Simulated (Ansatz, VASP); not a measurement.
**ZnO in VASP and in Ansatz**

INCAR

```
SYSTEM = ZnO
PREC = Accurate
ENCUT = 520
EDIFF = 1E-8
ISMEAR = -1
SIGMA = 0.02
LREAL = .False.
LASPH = .True.
NELM = 60
ALGO = Normal
ISIF = 2
LWAVE = .False.
LCHARG = .False.
GGA = PE
LEFG = .True.
NBANDS = 26
```

File KPOINTS:

```
Automatic mesh
0
Gamma
  11 11 6
  0 0 0
```

File POSCAR:

```
ZnO
1.0
    3.1830658516      0.0000000000      0.0000000000
   -1.5915329258      2.7566158894      0.0000000000
    0.0000000000      0.0000000000      5.0975701925
Zn O
2 2
Direct
    0.3333333333      0.6666666667      0.0000000000
    0.6666666667      0.3333333333      0.5000000000
    0.3333333333      0.6666666667      0.3821000000
    0.6666666667      0.3333333333      0.8821000000
```

Input for Ansatz:

```yaml
crystal:
  lattice:
    - [3.1830658516, 0.0, 0.0]
    - [-1.5915329258, 2.7566158894, 0.0]
    - [0.0, 0.0, 5.0975701925]
  atoms:
    - { symbol: Zn, position: [0.3333333333, 0.6666666667, 0.0] }
    - { symbol: Zn, position: [0.6666666667, 0.3333333333, 0.5] }
    - { symbol: O, position: [0.3333333333, 0.6666666667, 0.3821] }
    - { symbol: O, position: [0.6666666667, 0.3333333333, 0.8821] }
kpoints:
  mp_grid: { grid: [11, 11, 6] }
scf:
  occupations: { method: fermi_dirac, width: 0.02 }
hamiltonian:
  xc: pbe
  pseudopotentials: { kind: all_electron, datasets: crystal }
output:
  forces: true
  stress: true
  eigenvalues: true
  efg: { contact_densities: true }
```

Change from the starting cell: volume scaled by 0.94, crystal datasets.

Alike in both runs: task electric field gradients; functional PBE; k mesh 11 × 11 × 6; occupations fermi-dirac, width 0.02 eV; no spin polarisation.

|  | VASP | Ansatz |
| --- | --- | --- |
| version | VASP 6.6.1 | Ansatz 0.2.0 |
| potentials or method | VASP PAW PBE potentials, release 64 (Zn, O), cutoff 520 eV | all-electron PAW with datasets made for the crystal, scalar-relativistic |

|  | VASP | Ansatz | Ansatz less VASP |
| --- | --- | --- | --- |
| gap on the k mesh at the Fermi level (eV) | 0.88 | 0.91 | +0.032 |
| pressure (GPa) | 17.0 | 15.5 | -1.51 |
| rms of the force components (eV/Å) | 0.020 | 0.019 | -0.0006 |
| size of Vzz on the site where it differs most (V/Å²) | 8.3 | 8.1 | -0.16 |

Atom by atom the forces differ by 0.001 eV/Å (rms over components). Ansatz ran all-electron here, and VASP with PAW potentials.
